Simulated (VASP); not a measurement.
Set up this calculation in VASP 6.6.1, as the native input.

```yaml
Task: single point
Functional: PBE
Potentials_or_basis: VASP PAW PBE potentials, release 64 (Re, Sb, N)
Cutoff: 520 eV
k_mesh: 7 × 7 × 3
Occupations: fermi-dirac, width 0.1 eV
Spin: no spin polarisation
Dipole_correction: no
Further_INCAR_settings: ALGO = Normal; EDIFF = 1e-06; NBANDS = 26
```

The structure of ReSbN lies in POSCAR:

```
ReSbN
1.0
    3.4321230000      0.0000000000      0.0000000000
    0.0000000000      3.4321230000      0.0000000000
    0.0000000000      0.0000000000      8.5926270000
Re Sb N
2 2 2
Direct
    0.0000000000      0.5000000000      0.8732410000
    0.5000000000      0.0000000000      0.1267590000
    0.0000000000      0.5000000000      0.3334580000
    0.5000000000      0.0000000000      0.6665420000
    0.0000000000      0.0000000000      0.0000000000
    0.5000000000      0.5000000000      0.0000000000
```

One way to write it, as run:

INCAR

```
SYSTEM = ReSbN
PREC = Accurate ; ENCUT = 520
EDIFF = 1E-6 ; ISMEAR = -1
SIGMA = 0.1 ; LREAL = .False.
LASPH = .True. ; NELM = 60
ALGO = Normal ; ISIF = 2
LWAVE = .False. ; LCHARG = .False.
GGA = PE ; NBANDS = 26
```

KPOINTS

```
regular mesh
0
Gamma
  7 7 3
  0 0 0
```

Potentials or basis: VASP PAW PBE potentials, release 64 (Re, Sb, N).

Command:

```console
$ cat potpaw_PBE.64/Re/POTCAR potpaw_PBE.64/Sb/POTCAR potpaw_PBE.64/N/POTCAR > POTCAR
$ mpirun -np 1 vasp_std > vasp.out
```

Results of the run:

* Pressure: 0.1 GPa
* Largest force: 0.127 eV/Å
* Band gap on the k mesh: zero (bands 17 and 18 overlap by 1.67 eV)

Caveat: spin-orbit coupling is left out, which moves the levels of the heavy elements; this functional lacks dispersion, which binds layers or chains, so the pressure and a relaxed spacing across them are unreliable.

Run time: 95 s on 1 thread of Intel Xeon 8259CL (shared host), peak memory 0.24 GiB.
